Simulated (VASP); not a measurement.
# Ir (P6_3/mmc) in VASP: a series of runs

The runs below take Ir through single point, with PBEsol+D3(BJ), PBEsol.

Everything below comes from runs of VASP 6.6.1. Logs are shortened: lines on timing, memory, paths and dates and some standing lists are left out, and cuts for length are marked.

## (1) The cell of the first run

It takes space group P6_3/mmc (No. 194, hexagonal). The conventional cell has a = 2.695 Å, b = 2.695 Å, c = 4.391 Å, α = 90.00°, β = 90.00°, γ = 120.00°. Ir (site symmetry -6m2) has 12 Ir at 2.69 Å within 3.5 Å.

## (2) Single point, PBEsol+D3(BJ)

INCAR reads:

```
SYSTEM = Ir
  PREC = Accurate
  ENCUT = 520
  EDIFF = 1E-7
  ISMEAR = -1
  SIGMA = 0.01
  LREAL = .FALSE.
  LASPH = .TRUE.
  NELM = 80
  ALGO = Normal
  ISIF = 2
  LWAVE = .FALSE.
  LCHARG = .FALSE.
  GGA = PS
  IVDW = 12
  NBANDS = 16
```

KPOINTS reads:

```
Automatic mesh
0
G
  12 12 7
  0 0 0
```

POSCAR reads:

```
Ir
1.0
    2.6947966238      0.0000000000      0.0000000000
   -1.3473983119      2.3337623343      0.0000000000
    0.0000000000      0.0000000000      4.3913109805
Ir
2
Direct
    0.6666666667      0.3333333333      0.7500000000
    0.3333333333      0.6666666667      0.2500000000
```

Potentials or basis: VASP PAW PBE potentials, release 64 (Ir).

The run is started by

```sh
$ cat potpaw_PBE.64/Ir/POTCAR > POTCAR
$ mpirun -np 1 vasp_std > vasp.out
```

OUTCAR:

```text
SYSTEM = Ir
   PREC = Accurate
   ENCUT = 520
   EDIFF = 1E-7
   ISMEAR = -1
   LREAL = .FALSE.
   LASPH = .TRUE.
   NELM = 80
   ISIF = 2
   GGA = PS
   IVDW = 12
 IVDW          = 12

 ion  position               nearest neighbor table
   1  0.667  0.333  0.750-   2 2.69   2 2.69   2 2.69   2 2.69   2 2.69   2 2.69
   2  0.333  0.667  0.250-   1 2.69   1 2.69   1 2.69   1 2.69   1 2.69   1 2.69

  LATTYP: Found a hexagonal cell.
 ALAT       =     2.6947966238
 C/A-ratio  =     1.6295519082

  Lattice vectors:

 A1 = (   2.6947966238,   0.0000000000,   0.0000000000)
 A2 = (  -1.3473983119,   2.3337623343,   0.0000000000)
 A3 = (   0.0000000000,   0.0000000000,   4.3913109805)

Analysis of symmetry for initial positions (statically):
=====================================================================
 Subroutine PRICEL returns:
 Original cell was already a primitive cell.

 Routine SETGRP: Setting up the symmetry group for a
 hexagonal supercell.

 Subroutine GETGRP returns: Found 24 space group operations
 (whereof 12 operations were pure point group operations)
 out of a pool of 24 trial point group operations.

The static configuration has the point symmetry D_3d.
 The point group associated with its full space group is D_6h.

Analysis of symmetry for dynamics (positions and initial velocities):
=====================================================================
 Subroutine PRICEL returns:
 Original cell was already a primitive cell.

 Routine SETGRP: Setting up the symmetry group for a
 hexagonal supercell.

 Subroutine GETGRP returns: Found 24 space group operations
 (whereof 12 operations were pure point group operations)
 out of a pool of 24 trial point group operations.

The dynamic configuration has the point symmetry D_3d.
 The point group associated with its full space group is D_6h.

 Subroutine INISYM returns: Found 24 space group operations
 (whereof 12 operations are pure point group operations),
 and found     1 'primitive' translations

----------------------------------------------------------------------------------------

                                     Primitive cell

  volume of cell :      27.6170

  direct lattice vectors                    reciprocal lattice vectors
     2.694796624  0.000000000  0.000000000     0.371085518  0.214246323  0.000000000
    -1.347398312  2.333762334  0.000000000     0.000000000  0.428492647  0.000000000
     0.000000000  0.000000000  4.391310981     0.000000000  0.000000000  0.227722428

  length of vectors
     2.694796624  2.694796624  4.391310981     0.428492647  0.428492647  0.227722428

  position of ions in fractional coordinates (direct lattice)
     0.666666667  0.333333333  0.750000000
     0.333333333  0.666666667  0.250000000

  ion indices of the primitive-cell ions
   primitive index   ion index
                 1           1
                 2           2

----------------------------------------------------------------------------------------

 KPOINTS: Automatic mesh

Automatic generation of k-mesh.
 Grid dimensions read from file:
 generate k-points for:   12   12    7

 Generating k-lattice:

  Cartesian coordinates                     Fractional coordinates (reciprocal lattice)
     0.030923793  0.017853860  0.000000000     0.083333333  0.000000000  0.000000000
     0.000000000  0.035707721  0.000000000     0.000000000  0.083333333  0.000000000
     0.000000000  0.000000000  0.032531775     0.000000000  0.000000000  0.142857143

  Length of vectors
     0.035707721  0.035707721  0.032531775

  Shift w.r.t. Gamma in fractional coordinates (k-lattice)
     0.000000000  0.000000000  0.000000000

 Subroutine IBZKPT returns following result:
 ===========================================

 Found     76 irreducible k-points:

 Following reciprocal coordinates:
            Coordinates               Weight
  0.000000  0.000000  0.000000      1.000000
  0.083333  0.000000  0.000000      6.000000
  0.166667  0.000000  0.000000      6.000000
  0.250000  0.000000  0.000000      6.000000
  0.333333  0.000000  0.000000      6.000000
  0.416667  0.000000  0.000000      6.000000
[... 16 lines left out ...]
  0.250000  0.000000  0.142857     12.000000
  0.333333  0.000000  0.142857     12.000000
 [... further k-points ...]
   k-points           NKPTS =     76   k-points in BZ     NKDIM =     76   number of bands    NBANDS=     16
   number of dos      NEDOS =    301   number of ions     NIONS =      2
   total plane-waves  NPLWV =  14400
   dimension x,y,z NGX =    20 NGY =   20 NGZ =   36
   dimension x,y,z NGXF=    40 NGYF=   40 NGZF=   72
   ions per type =               2
   NGX,Y,Z   is equivalent  to a cutoff of  12.34, 12.34, 13.63 a.u.
   NGXF,Y,Z  is equivalent  to a cutoff of  24.68, 24.68, 27.26 a.u.
 SYSTEM =  Ir
   PREC   = accura    normal or accurate (medium, high low for compatibility)
   ISTART =      0    job   : 0-new  1-cont  2-samecut
   ICHARG =      2    charge: 1-file 2-atom 10-const
   ISPIN  =      1    spin polarized calculation?
   LNONCOLLINEAR =      F non collinear calculations
   LSORBIT =      F    spin-orbit coupling
   LASPH  =      T    aspherical Exc in radial PAW
   ENCUT  =  520.0 eV  38.22 Ry    6.18 a.u.   5.01  5.01  8.16*2*pi/ulx,y,z
   NELM   =     80;   NELMIN=  2; NELMDL= -5     # of ELM steps
   EDIFF  = 0.1E-06   stopping-criterion for ELM
   LREAL  =      F    real-space projection
   EDIFFG = 0.1E-05   stopping-criterion for IOM
   NSW    =      0    number of steps for IOM
   IBRION =     -1    ionic relax: 0-MD 1-quasi-New 2-CG
   NFREE  =      0    steps in history (QN), initial steepest desc. (CG)
   ISIF   =      2    stress and relaxation
   ISYM   =      2    0-nonsym 1-usesym 2-fastsym
   POTIM  = 0.5000    time-step for ionic-motion
   TEBEG  =    0.0;   TEEND  =   0.0 temperature during run
   PSTRESS=    0.0 pullay stress
   NELECT =      18.0000    total number of electrons
   NUPDOWN=      -1.0000    fix difference up-down
   EMIN   =  10.00;   EMAX   =-10.00  energy-range for DOS
   EFERMI =   0.00;   METHOD = LEGACY
   ISMEAR =    -1;   SIGMA  =   0.01  broadening in eV -4-tet -1-fermi 0-gaus
   EFERMI_NEDOS =   21; number of points for ismear=-14 and -15
   IALGO  =     38    algorithm
   IMIX   =      4    mixing-type and parameters
     AMIX     =   0.40;   BMIX     =  1.00
     AMIX_MAG =   1.60;   BMIX_MAG =  1.00
  volume/ion in A,a.u.               =      13.81        93.18
  Fermi-wavevector in a.u.,A,eV,Ry     =   1.419406  2.682289 27.411851  2.014714
  Thomas-Fermi vector in A             =   2.540430
   LORBIT       =      0    0 simple, 1 ext, 2 COOP (PROOUT), +10 PAW based schemes
   GGA     = PS    functional components
   LHFCALC =     F    Hartree Fock is set to
   AEXX    =    0.0000 exact exchange contribution
   IVDW    =    12    specifies the selected vdW correction
   LEPSILON=     F    determine dielectric tensor
   LRPA    =     F    only Hartree local field effects (RPA)
 non-spin polarized calculation
  energy-cutoff  :      520.00
  volume of cell :       27.62
 maximum number of plane-waves:       764
 NGX is ok and might be reduce to    20
   NGX =  9   NGY =  9   NGZ = 17

 number of electron      18.0000000 magnetization

 Free energy of the ion-electron system (eV)
  ---------------------------------------------------
  ext. energy  EPLUGINS =         0.00000000
  ---------------------------------------------------
  free energy    TOTEN  =       -19.47862021 eV

  energy without entropy =      -19.47792876  energy(sigma->0) =      -19.47827449

 E-fermi :  10.8423     XC(G=0): -14.2441

 val. band max:       10.8342423150   @ k =   0.2500   0.0833   0.4286
 cond. band min:      10.8575530840   @ k =   0.3333   0.0833   0.0000
 fundamental gap:      0.0233107690
 Fermi energy:        10.8423261870

 k-point     1 :       0.0000    0.0000    0.0000
  band No.  band energies     occupation
      1      -0.7825      2.00000
      2       2.2800      2.00000
      3       6.6250      2.00000
      4       6.7763      2.00000
      5       6.7763      2.00000
      6       7.4570      2.00000
[... 8 lines left out ...]
     15      27.1255      0.00000
     16      28.3078      0.00000

 k-point     2 :       0.0833    0.0000    0.0000
  band No.  band energies     occupation
      1      -0.5029      2.00000
      2       2.5305      2.00000
      3       6.2469      2.00000
      4       7.0155      2.00000
      5       7.0873      2.00000
      6       7.3134      2.00000
[... 8 lines left out ...]
     15      27.4975      0.00000
     16      28.7603      0.00000

 k-point     3 :       0.1667    0.0000    0.0000
  band No.  band energies     occupation
      1       0.2817      2.00000
      2       3.1517      2.00000
      3       5.7473      2.00000
      4       6.6450      2.00000
      5       6.8706      2.00000
      6       7.7098      2.00000
[... 8 lines left out ...]
     15      28.0553      0.00000
     16      28.8389      0.00000

 k-point     4 :       0.2500    0.0000    0.0000
  band No.  band energies     occupation
      1       1.3783      2.00000
      2       3.5782      2.00000
      3       5.3614      2.00000
      4       5.6464      2.00000
      5       6.6043      2.00000
      6       7.2856      2.00000
[... 8 lines left out ...]
     15      26.7814      0.00000
     16      27.1075      0.00000
[... 324 lines left out ...]
 k-point    22 :       0.1667    0.0000    0.1429
  band No.  band energies     occupation
      1       0.4901      2.00000
      2       3.1995      2.00000
      3       5.7967      2.00000
      4       6.1854      2.00000
      5       6.7310      2.00000
      6       7.3792      2.00000
[... 8 lines left out ...]
     15      27.7189      0.00000
     16      28.5468      0.00000

 k-point    23 :       0.2500    0.0000    0.1429
  band No.  band energies     occupation
      1       1.5239      2.00000
      2       3.6615      2.00000
      3       5.1801      2.00000
      4       5.7045      2.00000
      5       6.3748      2.00000
      6       7.3457      2.00000
[... 8 lines left out ...]
     15      26.8754      0.00000
     16      27.4370      0.00000

 k-point    24 :       0.3333    0.0000    0.1429
  band No.  band energies     occupation
      1       2.3606      2.00000
      2       3.4534      2.00000
      3       4.5192      2.00000
      4       5.6489      2.00000
      5       6.9057      2.00000
      6       7.0236      2.00000
[... 8 lines left out ...]
     15      25.3670      0.00000
     16      25.6397      0.00000

 [... further k-points ...]

------------------------ aborting loop because EDIFF is reached ----------------------------------------

 Edisp (eV)   -1.46475

 E8    (eV) :    -1.0115

  FORCE on cell =-STRESS in cart. coord.  units (eV):
  Direction    XX          YY          ZZ          XY          YZ          ZX
  --------------------------------------------------------------------------------------
  -------------------------------------------------------------------------------------
  Total       0.20117     0.20117     0.20820     0.00000     0.00000     0.00000
  in kB      11.67063    11.67063    12.07849     0.00000     0.00000     0.00000
  external pressure =       11.81 kB  Pullay stress =        0.00 kB

 VOLUME and BASIS-vectors are now :
 -----------------------------------------------------------------------------
  energy-cutoff  :      520.00
  volume of cell :       27.62
      direct lattice vectors                 reciprocal lattice vectors
     2.694796624  0.000000000  0.000000000     0.371085518  0.214246323  0.000000000
    -1.347398312  2.333762334  0.000000000     0.000000000  0.428492647  0.000000000
     0.000000000  0.000000000  4.391310981     0.000000000  0.000000000  0.227722428

 POSITION                                       TOTAL-FORCE (eV/Angst)
 -----------------------------------------------------------------------------------
      1.34740      0.77792      3.29348         0.000000      0.000000     -0.000000
     -0.00000      1.55584      1.09783        -0.000000      0.000000      0.000000
 -----------------------------------------------------------------------------------
    total drift:                                0.000000     -0.000000     -0.000000

  FREE ENERGIE OF THE ION-ELECTRON SYSTEM (eV)
  ---------------------------------------------------
  free  energy   TOTEN  =       -20.9433696883 eV

  energy  without entropy=      -20.9426782348  energy(sigma->0) =      -20.94302396
```

Run time: 12 s. Hardware: 1 thread of Intel Xeon 6975P-C (Granite Rapids), shared host; peak memory 0.17 GiB.

Results:

```yaml
Free_energy: -20.9434 eV
Pressure: 1.2 GPa
Band_gap_on_the_k_mesh: zero (band 9 reaches 11.81 eV, above the bottom of band 10 at 8.33 eV)
Dispersion_energy_per_atom: -0.732 eV
```

Caveat: the PAW data sets were made with another functional, which shifts forces and pressure a little; spin-orbit coupling is left out, which moves the levels of the heavy elements; pairwise dispersion overbinds metals, which lowers pressure and volume.

## (3) Single point, PBEsol

This run uses another cell than the first one, of 14.10 Å³/atom, 1.021 times its volume.

INCAR reads:

```
  PREC = Accurate
  ENCUT = 520
  EDIFF = 1E-6
  ISMEAR = -1
  SIGMA = 0.01
  LREAL = F
  LASPH = T
  NELM = 100
  ALGO = Normal
  ISIF = 2
  LWAVE = F
  LCHARG = T
  GGA = PS
  LELF = T
  LVHAR = T
  NBANDS = 16
```

KPOINTS reads:

```
regular mesh
0
Gamma
  12 12 7
```

POSCAR reads:

```
Ir
1.0
    2.7141769674      0.0000000000      0.0000000000
   -1.3570884837      2.3505462042      0.0000000000
    0.0000000000      0.0000000000      4.4213585228
Ir
2
Direct
    0.6666666667      0.3333333333      0.7500000000
    0.3333333333      0.6666666667      0.2500000000
```

Potentials or basis: VASP PAW PBE potentials, release 64 (Ir).

The run is started by

```sh
$ cat potpaw_PBE.64/Ir/POTCAR > POTCAR
$ mpirun -np 1 vasp_std > vasp.out
```

Run time: 12 s. Hardware: 1 thread of Intel Xeon 6975P-C (Granite Rapids), shared host; peak memory 0.16 GiB.

Results (log left out):

| Property | Result |
| --- | --- |
| Free energy | -19.4983 eV |
| Pressure | 1.0 GPa |
| Band gap on the k mesh | zero (band 9 reaches 11.39 eV, above the bottom of band 10 at 8.03 eV) |

Levels at points of the mesh, in eV from the Fermi level:
| k point | band 6 | band 7 | band 8 | band 9 | band 10 | band 11 | band 12 | band 13 |
| --- | --- | --- | --- | --- | --- | --- | --- | --- |
| (0.00, 0.00, 0.00) | -3.28 | -3.28 | -2.41 | -2.41 | -0.98 | 0.24 | 0.24 | 6.98 |
| (0.50, 0.00, 0.00) | -3.55 | -3.10 | 0.71 | 0.93 | 1.12 | 2.93 | 4.40 | 8.18 |

Caveat: the PAW data sets were made with another functional, which shifts forces and pressure a little; spin-orbit coupling is left out, which moves the levels of the heavy elements.
